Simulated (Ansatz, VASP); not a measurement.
SnSb3: VASP beside Ansatz

File INCAR:

```
SYSTEM = SnSb3
PREC = Accurate
ENCUT = 520
EDIFF = 1E-6
ISMEAR = 0
SIGMA = 0.1
LREAL = .False.
LASPH = .True.
NELM = 60
ALGO = Normal
ISIF = 2
LWAVE = .False.
LCHARG = .False.
GGA = PE
NBANDS = 22
```

The input KPOINTS:

```
Automatic mesh
0
Gamma
  6 6 6
  0 0 0
```

Contents of POSCAR:

```
SnSb3
1.0
   -2.3075113593      2.3075113593      5.1544409585
    2.3075113593     -2.3075113593      5.1544409585
    2.3075113593      2.3075113593     -5.1544409585
Sn Sb
1 3
Direct
    0.0000000000      0.0000000000      0.0000000000
    0.5000000000      0.5000000000      0.0000000000
    0.2500000000      0.7500000000      0.5000000000
    0.7500000000      0.2500000000      0.5000000000
```

Input for Ansatz:

```yaml
crystal:
  lattice:
    - [-2.3075113593, 2.3075113593, 5.1544409585]
    - [2.3075113593, -2.3075113593, 5.1544409585]
    - [2.3075113593, 2.3075113593, -5.1544409585]
  atoms:
    - { symbol: Sn, position: [0.0, 0.0, 0.0] }
    - { symbol: Sb, position: [0.5, 0.5, 0.0] }
    - { symbol: Sb, position: [0.25, 0.75, 0.5] }
    - { symbol: Sb, position: [0.75, 0.25, 0.5] }
basis:
  ecutwfc: 420
kpoints:
  mp_grid: { grid: [6, 6, 6] }
hamiltonian:
  xc: pbe
scf:
  occupations: { method: gaussian, width: 0.1 }
  lower_state_search: "off"
output:
  forces: true
  stress: true
  eigenvalues: true
```

Alike in both runs: task single point; functional PBE; k mesh 6 × 6 × 6; occupations gaussian, width 0.1 eV; no spin polarisation.

```csv
,VASP,Ansatz
version,VASP 6.6.1,Ansatz 0.2.0
potentials or method,"VASP PAW PBE potentials, release 64 (Sn_d, Sb), cutoff 520 eV","scalar-relativistic, plane waves, PAW"
valence electrons in the cell,29,59
```

```csv
,VASP,Ansatz,Ansatz less VASP
gap on the k mesh at the Fermi level (eV),none,none,-
pressure (GPa),0.9,1.0,+0.10
"traceless stress, the component that is largest in VASP (GPa)",-0.47,-0.46,+0.010
```

A gap of «none» marks a metal or a gap that the smearing closes. The functional is the same, so the differences come from potentials, cutoffs and numerics. VASP's potentials hold 29 valence electrons a cell and Ansatz's 59, so a difference there can come from the potentials and not from the codes.

Neither program's run includes spin-orbit coupling.
